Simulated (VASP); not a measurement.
# PtF3 (Pm-3m) in VASP: a series of runs, part 2 of 2

VASP 6.6.1. The steps go on from the part before.

**3. Single point, PBE, collinear spin, ferromagnetic start**

This run uses another cell than the first one, of 10.78 Å³/atom, 0.938 times its volume.

INCAR reads:

```
SYSTEM = PtF3
PREC = Accurate ; ENCUT = 520
EDIFF = 1E-6 ; ISMEAR = 0
SIGMA = 0.1 ; LREAL = .False.
LASPH = .True. ; NELM = 150
ALGO = Normal ; ISIF = 2
LWAVE = .False. ; LCHARG = .False.
ISPIN = 2 ; MAGMOM = 1.92 0.41 0.41 0.41
LORBIT = 11 ; LMAXMIX = 4
GGA = PE ; NBANDS = 28
```

KPOINTS reads:

```
regular mesh
0
Gamma
  6 6 6
  0 0 0
```

POSCAR reads:

```
PtF3
1.0
    3.5063171906      0.0000000000      0.0000000000
    0.0000000000      3.5063171906      0.0000000000
    0.0000000000      0.0000000000      3.5063171906
Pt F
1 3
Direct
    0.0000000000      0.0000000000      0.0000000000
    0.0000000000      0.5000000000      0.5000000000
    0.5000000000      0.0000000000      0.5000000000
    0.5000000000      0.5000000000      0.0000000000
```

Potentials or basis: VASP PAW PBE potentials, release 64 (Pt, F).

Command:

```console
$ cat potpaw_PBE.64/Pt/POTCAR potpaw_PBE.64/F/POTCAR > POTCAR
$ mpirun -np 1 vasp_std > vasp.out
```

Wall time 51 s (1 thread of Oxide Virtual Turin-like, shared host); peak memory 0.16 GiB.

It converged, with:

```yaml
Free_energy: -11.8546 eV
Pressure: -0.6 GPa
Net_moment: 2.87 μB per cell
Site_moments: Pt +1.80; F +0.33 μB
Valence_electrons_inside_the_program's_atomic_spheres: Pt 8.19; F 5.98
```

Levels at points of the mesh, in eV from the Fermi level:
Spin up:
```
           k point  band 14  band 15  band 16  band 17  band 18  band 19  band 20  band 21
(0.00, 0.00, 0.00)    -2.16    -0.93    -0.93    -0.93     0.89    15.71    15.97    15.97
(0.50, 0.00, 0.00)    -1.37    -0.25    -0.03    -0.03     4.96     8.34    14.64    14.64
(0.50, 0.50, 0.00)    -0.56    -0.40    -0.02    -0.02     5.55    10.35    10.35    13.91
(0.50, 0.50, 0.50)    -1.56    -1.56    -0.54    -0.54     3.41    12.39    12.39    12.39
```
Spin down:
```csv
k point,band 10,band 11,band 12,band 13,band 14,band 15,band 16,band 17,band 18,band 19
"(0.00, 0.00, 0.00)",-1.76,-1.76,-0.77,-0.77,-0.77,-0.46,-0.46,-0.46,1.46,15.81
"(0.50, 0.00, 0.00)",-1.80,-0.93,-0.93,-0.83,-0.72,0.76,1.25,1.25,5.80,8.63
"(0.50, 0.50, 0.00)",-1.74,-1.63,-0.32,-0.30,-0.22,0.62,1.26,1.26,6.40,10.80
"(0.50, 0.50, 0.50)",-0.83,-0.78,-0.78,-0.78,-0.47,-0.47,-0.20,-0.20,4.11,12.94
```

Caveat: spin-orbit coupling is left out, which moves the levels of the heavy elements.

**4. Relaxation of cell and atoms, PBE, collinear spin, ferromagnetic start**

INCAR reads:

```
SYSTEM = PtF3
PREC     = Accurate       ! precision mode
ENCUT    = 600            ! plane-wave cutoff, eV
EDIFF    = 1E-7           ! SCF threshold, eV
ISMEAR   = 0              ! smearing method
SIGMA    = 0.1            ! smearing width, eV
LREAL    = .False.        ! projectors in reciprocal space
LASPH    = .True.         ! aspherical terms in the spheres
NELM     = 150            ! most SCF steps
ALGO     = Normal         ! electronic algorithm
ISIF     = 3              ! what is computed and relaxed
LWAVE    = .False.        ! write WAVECAR
LCHARG   = .False.        ! write CHGCAR
ISPIN    = 2              ! spin polarisation
MAGMOM   = 1.92 0.41 0.41 0.41 ! initial moments
LORBIT   = 11             ! projections on sites
LMAXMIX  = 4              ! l up to which the mixer works
GGA      = PE             ! functional
IBRION   = 2              ! ionic algorithm
NSW      = 90             ! ionic steps
EDIFFG   = -0.04          ! ionic threshold
```

KPOINTS reads:

```
Automatic mesh
0
Gamma
  6 6 6
  0 0 0
```

POSCAR reads:

```
PtF3
1.0
    3.5824116790      0.0000000000      0.0000000000
    0.0000000000      3.5824116790      0.0000000000
    0.0000000000      0.0000000000      3.5824116790
Pt F
1 3
Direct
    0.0000000000      0.0000000000      0.0000000000
    0.0000000000      0.5000000000      0.5000000000
    0.5000000000      0.0000000000      0.5000000000
    0.5000000000      0.5000000000      0.0000000000
```

Command:

```console
$ cat potpaw_PBE.64/Pt/POTCAR potpaw_PBE.64/F/POTCAR > POTCAR
$ mpirun -np 1 vasp_std > vasp.out
```

Wall time 1.9 min (1 thread of Oxide Virtual Turin-like, shared host); peak memory 0.18 GiB.

The run converged. Its results:

```yaml
Free_energy: -11.8683 eV
Relaxed_volume: 10.68 Å³/atom
Relaxed_cell: a = 3.496 Å, b = 3.496 Å, c = 3.496 Å, α = 90.00°, β = 90.00°, γ = 90.00°
Space_group_after_relaxing_to_0.05_Å: Pm-3m (No. 221)
Energy_gained_by_relaxing: 18.0 meV/atom
Ionic_steps: 2
Pressure_after_relaxing: 0.2 GPa
Net_moment: 2.79 μB per cell
Site_moments: Pt +1.76; F +0.32 μB
Valence_electrons_inside_the_program's_atomic_spheres: Pt 8.21; F 5.98
```

The path:
| step | energy change (eV) | largest force (eV/Å) | pressure (GPa) | volume (Å³) |
| --- | --- | --- | --- | --- |
| 1 | 0.0000 | 0.0000 | -6.98 | 45.98 |
| 2 | -0.0719 | 0.0000 | 0.16 | 42.72 |

Final structure:
```
Pt F
1.0
     3.49585    0.00000    0.00000
     0.00000    3.49585    0.00000
     0.00000    0.00000    3.49585
Pt F
1 3
Direct
  0.00000 0.00000 0.00000
  0.00000 0.50000 0.50000
  0.50000 0.00000 0.50000
  0.50000 0.50000 0.00000
```

Levels at points of the mesh, in eV from the Fermi level:
Spin up:
```
           k point  band 13  band 14  band 15  band 16  band 17  band 18  band 19  band 20  band 21
(0.00, 0.00, 0.00)    -2.14    -2.14    -0.94    -0.94    -0.94     0.92    15.75    16.09    16.09
(0.50, 0.00, 0.00)    -1.38    -1.38    -0.23     0.01     0.01     5.03     8.38    14.73    14.73
(0.50, 0.50, 0.00)    -1.35    -0.57    -0.38     0.02     0.02     5.63    10.42    10.42    13.99
(0.50, 0.50, 0.50)    -1.66    -1.55    -1.55    -0.55    -0.55     3.45    12.47    12.47    12.47
```
Spin down:
```csv
k point,band 10,band 11,band 12,band 13,band 14,band 15,band 16,band 17,band 18,band 19
"(0.00, 0.00, 0.00)",-1.78,-1.78,-0.79,-0.79,-0.79,-0.48,-0.48,-0.48,1.48,15.85
"(0.50, 0.00, 0.00)",-1.84,-0.96,-0.96,-0.84,-0.74,0.76,1.25,1.25,5.85,8.67
"(0.50, 0.50, 0.00)",-1.78,-1.67,-0.32,-0.32,-0.24,0.62,1.26,1.26,6.46,10.86
"(0.50, 0.50, 0.50)",-0.86,-0.80,-0.80,-0.80,-0.47,-0.47,-0.22,-0.22,4.13,13.00
```

Caveat: spin-orbit coupling is left out, which moves the levels of the heavy elements.

**5. Single point, PBE, collinear spin, ferromagnetic start**

This run uses another cell than the first one, of 10.78 Å³/atom, 0.938 times its volume.

INCAR reads:

```
SYSTEM = PtF3
PREC     = Accurate       ! precision mode
ENCUT    = 520            ! plane-wave cutoff, eV
EDIFF    = 1E-6           ! SCF threshold, eV
ISMEAR   = 0              ! smearing method
SIGMA    = 0.1            ! smearing width, eV
LREAL    = .False.        ! projectors in reciprocal space
LASPH    = .True.         ! aspherical terms in the spheres
NELM     = 150            ! most SCF steps
ALGO     = Normal         ! electronic algorithm
ISIF     = 2              ! what is computed and relaxed
LWAVE    = .False.        ! write WAVECAR
LCHARG   = .False.        ! write CHGCAR
ISPIN    = 2              ! spin polarisation
MAGMOM   = 1.87 0.39 0.39 0.39 ! initial moments
LORBIT   = 11             ! projections on sites
LMAXMIX  = 4              ! l up to which the mixer works
GGA      = PE             ! functional
NBANDS   = 28             ! bands
```

KPOINTS reads:

```
regular mesh
0
Gamma
  14 14 14
  0 0 0
```

POSCAR reads:

```
PtF3
1.0
    3.5070229801      0.0000000000      0.0000000000
    0.0000000000      3.5070229801      0.0000000000
    0.0000000000      0.0000000000      3.5070229801
Pt F
1 3
Direct
    0.0000000000      0.0000000000      0.0000000000
    0.0000000000      0.5000000000      0.5000000000
    0.5000000000      0.0000000000      0.5000000000
    0.5000000000      0.5000000000      0.0000000000
```

Command:

```console
$ cat potpaw_PBE.64/Pt/POTCAR potpaw_PBE.64/F/POTCAR > POTCAR
$ mpirun -np 1 vasp_std > vasp.out
```

It took 5.2 min on 1 thread of Oxide Virtual Turin-like, shared host; peak memory 0.29 GiB.

Results (log left out):

```
Free energy                                           : -11.8758 eV
Pressure                                              : -0.5 GPa
Net moment                                            : 2.96 μB per cell
Site moments                                          : Pt +1.85; F +0.34 μB
Valence electrons inside the program's atomic spheres : Pt 8.19; F 5.98
```

Levels at points of the mesh, in eV from the Fermi level:
Spin up:
| k point | band 14 | band 15 | band 16 | band 17 | band 18 | band 19 | band 20 | band 21 |
| --- | --- | --- | --- | --- | --- | --- | --- | --- |
| (0.00, 0.00, 0.00) | -2.18 | -0.93 | -0.93 | -0.93 | 0.88 | 15.72 | 15.96 | 15.96 |
| (0.50, 0.00, 0.00) | -1.36 | -0.27 | -0.05 | -0.05 | 4.95 | 8.33 | 14.63 | 14.63 |
| (0.50, 0.50, 0.00) | -0.56 | -0.42 | -0.04 | -0.04 | 5.53 | 10.34 | 10.34 | 13.90 |
| (0.50, 0.50, 0.50) | -1.59 | -1.59 | -0.54 | -0.54 | 3.40 | 12.38 | 12.38 | 12.38 |
Spin down:
```tsv
k point	band 11	band 12	band 13	band 14	band 15	band 16	band 17	band 18
(0.00, 0.00, 0.00)	-1.74	-0.75	-0.75	-0.75	-0.44	-0.44	-0.44	1.47
(0.50, 0.00, 0.00)	-0.91	-0.91	-0.82	-0.70	0.78	1.27	1.27	5.81
(0.50, 0.50, 0.00)	-1.62	-0.30	-0.28	-0.20	0.64	1.28	1.28	6.41
(0.50, 0.50, 0.50)	-0.77	-0.77	-0.77	-0.45	-0.45	-0.18	-0.18	4.11
```

Caveat: spin-orbit coupling is left out, which moves the levels of the heavy elements.

**6. The runs side by side**

```csv
task,spin,cell,k mesh,cutoff (eV),gap on the mesh (eV),pressure (GPa),moment (μB)
single point,off,"a = 3.582 Å, 4 atoms",6 × 6 × 6,520,none,-10.8,-
single point,"collinear, ferromagnetic start","a = 3.506 Å, 4 atoms",6 × 6 × 6,520,none,-0.6,2.87
relaxation of cell and atoms,"collinear, ferromagnetic start","relaxed from a = 3.582 Å, 4 atoms",6 × 6 × 6,600,none,0.2,2.79
single point,"collinear, ferromagnetic start","a = 3.507 Å, 4 atoms",14 × 14 × 14,520,none,-0.5,2.96
```

Alike in all rows: level PBE; potentials or basis VASP PAW PBE potentials, release 64 (Pt, F); smearing gaussian 0.1 eV.

Caveats: spin-orbit coupling is left out, which moves the levels of the heavy elements; an odd number of electrons without spin polarisation forces a metal (some runs); a magnetic or distorted state may lie lower (some runs).

Absolute energies hang on the potentials; compare differences alone.
